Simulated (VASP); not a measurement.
# TePb (Fm-3m) in VASP: further runs, part 2 of 2

VASP 6.6.1. Earlier steps stand in the parts before.

**5. Relaxation of cell and atoms, LDA, target pressure -2 GPa, at which the enthalpy is minimised**

This run uses another cell than the first one, of 32.49 Å³/atom.

INCAR reads:

```
SYSTEM = TePb
PREC = Accurate
ENCUT = 500
EDIFF = 1E-7
ISMEAR = 0
SIGMA = 0.01
LREAL = .False.
LASPH = .True.
NELM = 120
ALGO = Normal
ISIF = 3
LWAVE = .False.
LCHARG = .False.
GGA = CA
IBRION = 2
NSW = 100
EDIFFG = -0.002
PSTRESS = -20.0
GGA_COMPAT = .False.
NELMIN = 4
```

KPOINTS reads:

```
Automatic mesh
0
Gamma
  6 6 6
  0 0 0
```

POSCAR reads:

```
TePb
1.0
    3.1909121651      3.1909121651      0.0000000000
   -3.1909121651      3.1909121651      0.0000000000
    0.0000000000      3.1909121651      3.1909121651
Te Pb
1 1
Direct
    0.5000000000      0.5000000000      0.0000000000
    0.0000000000      0.0000000000      0.0000000000
```

Potentials or basis: VASP PAW LDA potentials, release 64 (Te, Pb_d).

Run with:

```
$ cat potpaw_LDA.64/Te/POTCAR potpaw_LDA.64/Pb_d/POTCAR > POTCAR
$ mpirun -np 1 vasp_std > vasp.out
```

OUTCAR:

```text
SYSTEM = TePb
   PREC = Accurate
   ENCUT = 500
   EDIFF = 1E-7
   ISMEAR = 0
   LREAL = .False.
   LASPH = .True.
   NELM = 120
   ISIF = 3
   GGA = CA
   IBRION = 2
   NSW = 100
   EDIFFG = -0.002
   PSTRESS = -20.0
   NELMIN = 4

 ion  position               nearest neighbor table
   1  0.500  0.500  0.000-   2 3.19   2 3.19   2 3.19   2 3.19   2 3.19   2 3.19
   2  0.000  0.000  0.000-   1 3.19   1 3.19   1 3.19   1 3.19   1 3.19   1 3.19

  LATTYP: Found a face centered cubic cell.
 ALAT       =     6.3818243302

  Lattice vectors:

 A1 = (   0.0000000000,   3.1909121651,   3.1909121651)
 A2 = (   3.1909121651,   0.0000000000,   3.1909121651)
 A3 = (   3.1909121651,   3.1909121651,   0.0000000000)

Analysis of symmetry for initial positions (statically):
=====================================================================
 Subroutine PRICEL returns:
 Original cell was already a primitive cell.

 Routine SETGRP: Setting up the symmetry group for a
 face centered cubic supercell.

 Subroutine GETGRP returns: Found 48 space group operations
 (whereof 48 operations were pure point group operations)
 out of a pool of 48 trial point group operations.

The static configuration has the point symmetry O_h .

Analysis of symmetry for dynamics (positions and initial velocities):
[... 146 lines left out ...]
 Free energy of the ion-electron system (eV)
  ---------------------------------------------------
  ext. energy  EPLUGINS =         0.00000000
  ---------------------------------------------------
  free energy    TOTEN  =        -8.77568257 eV

  energy without entropy =       -8.77568257  energy(sigma->0) =       -8.77568257

------------------------ aborting loop because EDIFF is reached ----------------------------------------

  FORCE on cell =-STRESS in cart. coord.  units (eV):
  Direction    XX          YY          ZZ          XY          YZ          ZX
  --------------------------------------------------------------------------------------
  -------------------------------------------------------------------------------------
  Total        0.0253387      0.0253387      0.0253387     -0.0000000      0.0000000     -0.0000000
  in kB        0.6247704      0.6247704      0.6247704     -0.0000000      0.0000000     -0.0000000
  external PRESSURE =      20.6247704 kB  Pullay stress =     -20.0000000 kB
[... 63 lines left out ...]
--------------------------------------- Ionic step        3  -------------------------------------------

 number of electron      20.0000003 magnetization

 Free energy of the ion-electron system (eV)
  ---------------------------------------------------
  ext. energy  EPLUGINS =         0.00000000
  ---------------------------------------------------
  free energy    TOTEN  =        -8.75613914 eV

  energy without entropy =       -8.75613914  energy(sigma->0) =       -8.75613914

 E-fermi :   5.3395     XC(G=0):  -9.5345

 val. band max:        5.2898081965   @ k =   0.5000   0.0000   0.0000
 cond. band min:       5.9441246648   @ k =   0.5000   0.0000   0.0000
 fundamental gap:      0.6543164684
 Fermi energy:         5.3395078642

 k-point     1 :       0.0000    0.0000    0.0000
  band No.  band energies     occupation
      1     -11.3605      2.00000
      2     -11.3605      2.00000
      3     -11.3473      2.00000
      4     -11.3473      2.00000
      5     -11.3473      2.00000
      6      -6.6842      2.00000
      7      -0.4034      2.00000
      8       3.9851      2.00000
      9       3.9851      2.00000
     10       3.9851      2.00000
     11       9.2717      0.00000
     12       9.2717      0.00000
     13       9.2717      0.00000
     14      11.0952      0.00000
[... 286 lines left out ...]
  energy  without entropy=       -8.7561391401  energy(sigma->0) =       -8.75613914

  enthalpy is  TOTEN    =        -9.6060516065 eV   P V=       -0.8499124664

 reached required accuracy - stopping structural energy minimisation
```

OSZICAR:

```text
N       E                     dE             d eps       ncg     rms          rms(c)
DAV:   1     0.149533249962E+03    0.14953E+03   -0.92038E+03   448   0.134E+03
DAV:   2     0.178292069438E+01   -0.14775E+03   -0.14577E+03   466   0.336E+02
DAV:   3    -0.862063888077E+01   -0.10404E+02   -0.10375E+02   604   0.981E+01
[... 24 lines left out ...]
DAV:   3    -0.875612455076E+01    0.46104E-02   -0.20023E-02   556   0.238E+00    0.683E-02
DAV:   4    -0.875613877732E+01   -0.14227E-04   -0.32632E-04   448   0.181E-01    0.553E-02
DAV:   5    -0.875614014432E+01   -0.13670E-05   -0.78007E-05   530   0.887E-02    0.142E-02
DAV:   6    -0.875613917772E+01    0.96661E-06   -0.77394E-06   562   0.500E-02    0.301E-03
DAV:   7    -0.875613914008E+01    0.37633E-07   -0.40177E-07   454   0.561E-03
   3 F= -.96060516E+01 E0= -.96060516E+01  d E =-.192325E-01
```

CONTCAR:

```text
TePb
   1.00000000000000
     3.2409693968351365    3.2409693968351365   -0.0000000000000000
    -3.2409693968351365    3.2409693968351365   -0.0000000000000000
     0.0000000000000000    3.2409693968351365    3.2409693968351365
  Te              Pb
     1     1
Direct
     0.5000000000000000    0.5000000000000000    0.0000000000000000
     0.0000000000000000    0.0000000000000000    1.0000000000000000

  0.00000000E+00  0.00000000E+00  0.00000000E+00
  0.00000000E+00  0.00000000E+00  0.00000000E+00
```

Wall time 19 s (1 thread of Intel Xeon Platinum 8559C (Emerald Rapids), shared host); peak memory 0.18 GiB.

What came out:

- Free energy: -8.7561 eV
- Relaxed volume: 34.04 Å³/atom
- Relaxed cell: a = 4.583 Å, b = 4.583 Å, c = 4.583 Å, α = 60.00°, β = 60.00°, γ = 90.00°
- Space group after relaxing (to 0.1 Å): Fm-3m (No. 225)
- Energy change on relaxing (the run minimises the enthalpy): +9.8 meV/atom
- Ionic steps: 3
- Pressure after relaxing: -2.0 GPa
- Band gap on the k mesh: 0.65 eV

Step by step:
```tsv
step	energy change (eV)	largest force (eV/Å)	pressure (GPa)	volume (Å³)
1	0.0000	0.0000	0.06	64.98
2	0.0323	0.0000	-2.51	68.99
3	0.0195	0.0000	-1.99	68.09
```

Final structure:
```cif
data_structure
_symmetry_space_group_name_H-M 'P 1'
_symmetry_Int_Tables_number 1
_cell_length_a 4.5834
_cell_length_b 4.5834
_cell_length_c 4.5834
_cell_angle_alpha 60.000
_cell_angle_beta 60.000
_cell_angle_gamma 90.000
_cell_volume 68.09
loop_
_atom_site_label
_atom_site_type_symbol
_atom_site_fract_x
_atom_site_fract_y
_atom_site_fract_z
_atom_site_occupancy
Te1 Te 0.50000 0.50000 0.00000 1
Pb1 Pb 0.00000 0.00000 0.00000 1
```

Caveat: the cell is relaxed towards a set pressure, so the run minimises the enthalpy, not the energy; spin-orbit coupling is left out, which moves the levels of the heavy elements. A k mesh can miss the band edges.

**6. Relaxation of cell and atoms, LDA, target pressure 2 GPa, at which the enthalpy is minimised**

This run uses another cell than the first one, of 32.49 Å³/atom.

INCAR reads:

```
ALGO     = Normal         # electronic algorithm
EDIFF    = 1E-7           # SCF threshold, eV
EDIFFG   = -0.002         # ionic threshold
ENCUT    = 500            # plane-wave cutoff, eV
GGA_COMPAT= F            
IBRION   = 2              # ionic algorithm
ISIF     = 3              # what is computed and relaxed
ISMEAR   = 0              # smearing method
LASPH    = T              # aspherical terms in the spheres
LCHARG   = F              # write CHGCAR
LREAL    = F              # projectors in reciprocal space
LWAVE    = F              # write WAVECAR
NELM     = 120            # most SCF steps
NELMIN   = 4            
NSW      = 100            # ionic steps
PREC     = Accurate       # precision mode
PSTRESS  = 20.0         
SIGMA    = 0.01           # smearing width, eV
```

KPOINTS reads:

```
k-points
0
Gamma
  6 6 6
```

POSCAR is that of step 5.

Potentials or basis: VASP PAW LDA potentials, release 64 (Te, Pb_d).

Run with:

```
$ cat potpaw_LDA.64/Te/POTCAR potpaw_LDA.64/Pb_d/POTCAR > POTCAR
$ mpirun -np 1 vasp_std > vasp.out
```

OUTCAR:

```text
EDIFF = 1E-7
   EDIFFG = -0.002
   ENCUT = 500
   IBRION = 2
   ISIF = 3
   ISMEAR = 0
   LASPH = T
   LREAL = F
   NELM = 120
   NELMIN = 4
   NSW = 100
   PREC = Accurate
   PSTRESS = 20.0

 ion  position               nearest neighbor table
   1  0.500  0.500  0.000-   2 3.19   2 3.19   2 3.19   2 3.19   2 3.19   2 3.19
   2  0.000  0.000  0.000-   1 3.19   1 3.19   1 3.19   1 3.19   1 3.19   1 3.19

  LATTYP: Found a face centered cubic cell.
 ALAT       =     6.3818243302

  Lattice vectors:

 A1 = (   0.0000000000,   3.1909121651,   3.1909121651)
 A2 = (   3.1909121651,   0.0000000000,   3.1909121651)
 A3 = (   3.1909121651,   3.1909121651,   0.0000000000)

Analysis of symmetry for initial positions (statically):
=====================================================================
 Subroutine PRICEL returns:
 Original cell was already a primitive cell.

 Routine SETGRP: Setting up the symmetry group for a
 face centered cubic supercell.

 Subroutine GETGRP returns: Found 48 space group operations
 (whereof 48 operations were pure point group operations)
 out of a pool of 48 trial point group operations.

The static configuration has the point symmetry O_h .

Analysis of symmetry for dynamics (positions and initial velocities):
=====================================================================
 Subroutine PRICEL returns:
 Original cell was already a primitive cell.

 Routine SETGRP: Setting up the symmetry group for a
 face centered cubic supercell.

 Subroutine GETGRP returns: Found 48 space group operations
 (whereof 48 operations were pure point group operations)
 out of a pool of 48 trial point group operations.

The dynamic configuration has the point symmetry O_h .

 Subroutine INISYM returns: Found 48 space group operations
 (whereof 48 operations are pure point group operations),
 and found     1 'primitive' translations

----------------------------------------------------------------------------------------

                                     Primitive cell

  volume of cell :      64.9792

  direct lattice vectors                    reciprocal lattice vectors
     3.190912165  3.190912165  0.000000000     0.156695006  0.156695006 -0.156695006
    -3.190912165  3.190912165  0.000000000    -0.156695006  0.156695006 -0.156695006
     0.000000000  3.190912165  3.190912165     0.000000000  0.000000000  0.313390011

  length of vectors
     4.512631260  4.512631260  4.512631260     0.271403711  0.271403711  0.313390011

  position of ions in fractional coordinates (direct lattice)
     0.500000000  0.500000000  0.000000000
     0.000000000  0.000000000  0.000000000

  ion indices of the primitive-cell ions
   primitive index   ion index
                 1           1
                 2           2

----------------------------------------------------------------------------------------

 KPOINTS: k-points

Automatic generation of k-mesh.
 Grid dimensions read from file:
 generate k-points for:    6    6    6

 Generating k-lattice:

  Cartesian coordinates                     Fractional coordinates (reciprocal lattice)
     0.026115834  0.026115834 -0.026115834     0.166666667  0.000000000  0.000000000
    -0.026115834  0.026115834 -0.026115834     0.000000000  0.166666667  0.000000000
     0.000000000  0.000000000  0.052231669     0.000000000  0.000000000  0.166666667

  Length of vectors
     0.045233952  0.045233952  0.052231669

  Shift w.r.t. Gamma in fractional coordinates (k-lattice)
     0.000000000  0.000000000  0.000000000

 Subroutine IBZKPT returns following result:
 ===========================================

 Found     16 irreducible k-points:

 Following reciprocal coordinates:
            Coordinates               Weight
  0.000000  0.000000  0.000000      1.000000
  0.166667  0.000000  0.000000      8.000000
  0.333333  0.000000  0.000000      8.000000
  0.500000  0.000000  0.000000      4.000000
  0.166667  0.166667  0.000000     12.000000
  0.333333  0.166667  0.000000     24.000000
[... 8 lines left out ...]
  0.500000  0.333333  0.166667     24.000000
  0.500000  0.500000  0.166667     12.000000
   k-points           NKPTS =     16   k-points in BZ     NKDIM =     16   number of bands    NBANDS=     14
   number of dos      NEDOS =    301   number of ions     NIONS =      2
   total plane-waves  NPLWV =  46656
   dimension x,y,z NGX =    36 NGY =   36 NGZ =   36
   dimension x,y,z NGXF=    72 NGYF=   72 NGZF=   72
   ions per type =               1   1
   NGX,Y,Z   is equivalent  to a cutoff of  13.26, 13.26, 13.26 a.u.
   NGXF,Y,Z  is equivalent  to a cutoff of  26.52, 26.52, 26.52 a.u.
 SYSTEM =  unknown system
   PREC   = accura    normal or accurate (medium, high low for compatibility)
   ISTART =      0    job   : 0-new  1-cont  2-samecut
   ICHARG =      2    charge: 1-file 2-atom 10-const
   ISPIN  =      1    spin polarized calculation?
   LNONCOLLINEAR =      F non collinear calculations
   LSORBIT =      F    spin-orbit coupling
   LASPH  =      T    aspherical Exc in radial PAW
   ENCUT  =  500.0 eV  36.75 Ry    6.06 a.u.   8.23  8.23  8.23*2*pi/ulx,y,z
   NELM   =    120;   NELMIN=  4; NELMDL= -5     # of ELM steps
   EDIFF  = 0.1E-06   stopping-criterion for ELM
   LREAL  =      F    real-space projection
   EDIFFG = -.2E-02   stopping-criterion for IOM
   NSW    =    100    number of steps for IOM
   IBRION =      2    ionic relax: 0-MD 1-quasi-New 2-CG
   NFREE  =      1    steps in history (QN), initial steepest desc. (CG)
   ISIF   =      3    stress and relaxation
   ISYM   =      2    0-nonsym 1-usesym 2-fastsym
   POTIM  = 0.5000    time-step for ionic-motion
   TEBEG  =    0.0;   TEEND  =   0.0 temperature during run
   PSTRESS=   20.0 pullay stress
   NELECT =      20.0000    total number of electrons
   NUPDOWN=      -1.0000    fix difference up-down
   EMIN   =  10.00;   EMAX   =-10.00  energy-range for DOS
   EFERMI =   0.00;   METHOD = LEGACY
   ISMEAR =     0;   SIGMA  =   0.01  broadening in eV -4-tet -1-fermi 0-gaus
   EFERMI_NEDOS =   21; number of points for ismear=-14 and -15
   IALGO  =     38    algorithm
   IMIX   =      4    mixing-type and parameters
     AMIX     =   0.40;   BMIX     =  1.00
     AMIX_MAG =   1.60;   BMIX_MAG =  1.00
  volume/ion in A,a.u.               =      32.49       219.25
  Fermi-wavevector in a.u.,A,eV,Ry     =   1.105333  2.088777 16.623082  1.221762
  Thomas-Fermi vector in A             =   2.241819
   LORBIT       =      0    0 simple, 1 ext, 2 COOP (PROOUT), +10 PAW based schemes
   GGA     = CA    functional components
   LHFCALC =     F    Hartree Fock is set to
   AEXX    =    0.0000 exact exchange contribution
   IVDW    =     0    specifies the selected vdW correction
   LEPSILON=     F    determine dielectric tensor
   LRPA    =     F    only Hartree local field effects (RPA)
 conjugate gradient relaxation of ions
 non-spin polarized calculation
 Gauss-broadening in eV      SIGMA  =   0.01
  energy-cutoff  :      500.00
  volume of cell :       64.98
 maximum number of plane-waves:      1676
 NGX is ok and might be reduce to    36
   NGX = 17   NGY = 17   NGZ = 17

--------------------------------------- Ionic step        1  -------------------------------------------

 number of electron      19.9999999 magnetization

 Free energy of the ion-electron system (eV)
  ---------------------------------------------------
  ext. energy  EPLUGINS =         0.00000000
  ---------------------------------------------------
  free energy    TOTEN  =        -8.77568257 eV

  energy without entropy =       -8.77568257  energy(sigma->0) =       -8.77568257

------------------------ aborting loop because EDIFF is reached ----------------------------------------

  FORCE on cell =-STRESS in cart. coord.  units (eV):
  Direction    XX          YY          ZZ          XY          YZ          ZX
  --------------------------------------------------------------------------------------
  -------------------------------------------------------------------------------------
  Total        0.0253387      0.0253387      0.0253387     -0.0000000      0.0000000     -0.0000000
  in kB        0.6247704      0.6247704      0.6247704     -0.0000000      0.0000000     -0.0000000
  external PRESSURE =     -19.3752296 kB  Pullay stress =      20.0000000 kB
[... 213 lines left out ...]
  enthalpy is  TOTEN    =        -7.9787826046 eV   P V=        0.7824911377

--------------------------------------- Ionic step        7  -------------------------------------------

 number of electron      19.9999998 magnetization

 Free energy of the ion-electron system (eV)
  ---------------------------------------------------
  ext. energy  EPLUGINS =         0.00000000
  ---------------------------------------------------
  free energy    TOTEN  =        -8.76117131 eV

  energy without entropy =       -8.76117131  energy(sigma->0) =       -8.76117131

 E-fermi :   6.5313     XC(G=0):  -9.9006

 val. band max:        6.4341789918   @ k =   0.5000   0.0000   0.0000
 cond. band min:       6.9030655719   @ k =   0.5000   0.0000   0.0000
 fundamental gap:      0.4688865800
 Fermi energy:         6.5312898889

 k-point     1 :       0.0000    0.0000    0.0000
  band No.  band energies     occupation
      1     -10.4073      2.00000
      2     -10.4073      2.00000
      3     -10.3870      2.00000
      4     -10.3870      2.00000
      5     -10.3870      2.00000
      6      -6.2839      2.00000
      7       0.9315      2.00000
      8       4.7759      2.00000
      9       4.7759      2.00000
     10       4.7759      2.00000
     11      10.4749      0.00000
     12      10.4749      0.00000
     13      10.4749      0.00000
     14      12.0201      0.00000
[... 282 lines left out ...]
  FREE ENERGIE OF THE ION-ELECTRON SYSTEM (eV)
  ---------------------------------------------------
  free  energy   TOTEN  =        -8.7611713133 eV

  energy  without entropy=       -8.7611713133  energy(sigma->0) =       -8.76117131

  enthalpy is  TOTEN    =        -7.9787823342 eV   P V=        0.7823889791

 reached required accuracy - stopping structural energy minimisation
```

It took 30 s on 1 thread of Intel Xeon Platinum 8559C (Emerald Rapids), shared host; peak memory 0.17 GiB.

What came out:

- Free energy: -8.7612 eV
- Relaxed volume: 31.34 Å³/atom
- Relaxed cell: a = 4.459 Å, b = 4.459 Å, c = 4.459 Å, α = 60.00°, β = 60.00°, γ = 90.00°
- Space group after relaxing (to 0.1 Å): Fm-3m (No. 225)
- Energy change on relaxing (the run minimises the enthalpy): +7.3 meV/atom
- Ionic steps: 7
- Pressure after relaxing: 2.0 GPa
- Band gap on the k mesh: 0.47 eV

Step by step:
| step | energy change (eV) | largest force (eV/Å) | pressure (GPa) | volume (Å³) |
| --- | --- | --- | --- | --- |
| 1 | 0.0000 | 0.0000 | 0.06 | 64.98 |
| 2 | 0.0364 | 0.0000 | 3.32 | 61.35 |
| 3 | 0.0143 | 0.0000 | 1.99 | 62.69 |
| 4 | 0.0149 | 0.0000 | 2.04 | 62.65 |
| 5 | 0.0141 | 0.0000 | 1.97 | 62.71 |
| 6 | 0.0144 | 0.0000 | 1.99 | 62.68 |
| 7 | 0.0145 | 0.0000 | 2.00 | 62.68 |

Final structure:
```cif
data_structure
_symmetry_space_group_name_H-M 'P 1'
_symmetry_Int_Tables_number 1
_cell_length_a 4.4587
_cell_length_b 4.4587
_cell_length_c 4.4587
_cell_angle_alpha 60.000
_cell_angle_beta 60.000
_cell_angle_gamma 90.000
_cell_volume 62.68
loop_
_atom_site_label
_atom_site_type_symbol
_atom_site_fract_x
_atom_site_fract_y
_atom_site_fract_z
_atom_site_occupancy
Te1 Te 0.50000 0.50000 0.00000 1
Pb1 Pb 0.00000 0.00000 0.00000 1
```

Levels at points of the mesh, in eV from the valence-band top:
| k point | band 7 | band 8 | band 9 | band 10 | band 11 | band 12 | band 13 | band 14 |
| --- | --- | --- | --- | --- | --- | --- | --- | --- |
| (0.00, 0.00, 0.00) | -5.50 | -1.66 | -1.66 | -1.66 | 4.04 | 4.04 | 4.04 | 5.59 |
| (0.50, 0.00, 0.00) | -9.08 | -1.12 | -1.12 | 0.00 | 0.47 | 0.99 | 0.99 | 8.36 |
| (0.50, 0.50, 0.00) | -7.50 | -5.14 | -3.27 | -3.27 | 2.90 | 5.63 | 5.63 | 7.02 |

Caveat: the cell is relaxed towards a set pressure, so the run minimises the enthalpy, not the energy; spin-orbit coupling is left out, which moves the levels of the heavy elements. A k mesh can miss the band edges.

**7. Overview**

| task | cell | gap on the mesh (eV) | pressure (GPa) |
| --- | --- | --- | --- |
| single point | a = 4.350 Å, angles 60.0, 60.0, 90.0°, 2 atoms | 0.26 | 7.1 |
| single point | a = 4.456 Å, angles 60.0, 60.0, 90.0°, 2 atoms | 0.46 | 2.1 |
| single point | a = 4.582 Å, angles 60.0, 60.0, 90.0°, 2 atoms | 0.65 | -2.0 |
| relaxation of cell and atoms | relaxed to -2 GPa from a = 4.513 Å, angles 60.0, 60.0, 90.0°, 2 atoms | 0.65 | -2.0 |
| relaxation of cell and atoms | relaxed to 2 GPa from a = 4.513 Å, angles 60.0, 60.0, 90.0°, 2 atoms | 0.47 | 2.0 |

Alike in all rows: level LDA; potentials or basis VASP PAW LDA potentials, release 64 (Te, Pb_d); no spin polarisation; k mesh 6 × 6 × 6; cutoff (eV) 500; smearing gaussian 0.01 eV.

Caveats: spin-orbit coupling is left out, which moves the levels of the heavy elements; the cell is relaxed towards a set pressure, so the run minimises the enthalpy, not the energy (at least some runs); the cell stands under pressure (at least some runs).

Total energies depend on the potentials used, so only differences within one code and one set of settings carry meaning.
